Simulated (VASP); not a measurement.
Al2SbP: single point with LDA

Al2SbP:

```
P Al Sb
1.0
     4.11379    0.00000    0.00000
     0.00000    4.11379    0.00000
     0.00000    0.00000    5.83262
P Al Sb
1 2 1
Direct
  0.00000 0.00000 0.00000
  0.00000 0.50000 0.77759
  0.50000 0.00000 0.22241
  0.50000 0.50000 0.50000
```

```yaml
Program: VASP 6.6.1
Task: single point
Functional: LDA
Potentials_or_basis: VASP PAW LDA potentials, release 64 (P, Al, Sb)
Cutoff: 500 eV
k_mesh: 4 × 4 × 2
Occupations: gaussian, width 0.01 eV
Spin: no spin polarisation
```

* Pressure: -1.6 GPa
* Largest force: 0.014 eV/Å
* Band gap on the k mesh: 0.55 eV

Forces in eV/Å, atoms in the order of the input:
```
P    0.000  0.000  0.000
Al   0.000  0.000  0.014
Al   0.000  0.000 -0.014
Sb   0.000  0.000  0.000
```

Stress tensor (GPa, compression positive):
```
-1.37  0.00  0.00
 0.00 -1.37  0.00
 0.00  0.00 -2.17
```

Levels at points of the mesh, in eV from the valence-band top:
| k point | band 4 | band 5 | band 6 | band 7 | band 8 | band 9 | band 10 | band 11 | band 12 | band 13 |
| --- | --- | --- | --- | --- | --- | --- | --- | --- | --- | --- |
| (0.00, 0.00, 0.00) | -2.66 | -2.66 | -0.31 | 0.00 | 0.00 | 0.54 | 1.38 | 2.36 | 3.48 | 3.48 |
| (0.50, 0.00, 0.00) | -4.57 | -3.10 | -3.07 | -1.96 | -0.39 | 2.11 | 3.24 | 4.65 | 4.81 | 4.96 |
| (0.50, 0.50, 0.00) | -5.74 | -2.66 | -2.39 | -2.39 | -2.13 | 0.60 | 1.41 | 1.55 | 1.55 | 8.43 |
| (0.00, 0.00, 0.50) | -3.21 | -2.34 | -2.34 | -0.87 | -0.87 | 1.54 | 1.73 | 3.27 | 3.58 | 5.71 |
| (0.50, 0.00, 0.50) | -5.50 | -1.93 | -1.15 | -1.08 | -0.24 | 1.09 | 2.00 | 3.61 | 3.62 | 4.16 |
| (0.50, 0.50, 0.50) | -5.46 | -3.33 | -3.33 | -3.07 | -3.06 | 3.73 | 3.82 | 4.60 | 4.60 | 4.80 |

Run time: 39 s on 1 thread of AMD EPYC 7R13, with other jobs on the host, peak memory 0.14 GiB.

Caveat: the k points lie up to 0.54 Å⁻¹ apart; semilocal functionals underestimate gaps, and a narrow one can read as zero; spin-orbit coupling is left out, which moves the levels of the heavy elements. A k mesh can miss the band edges.
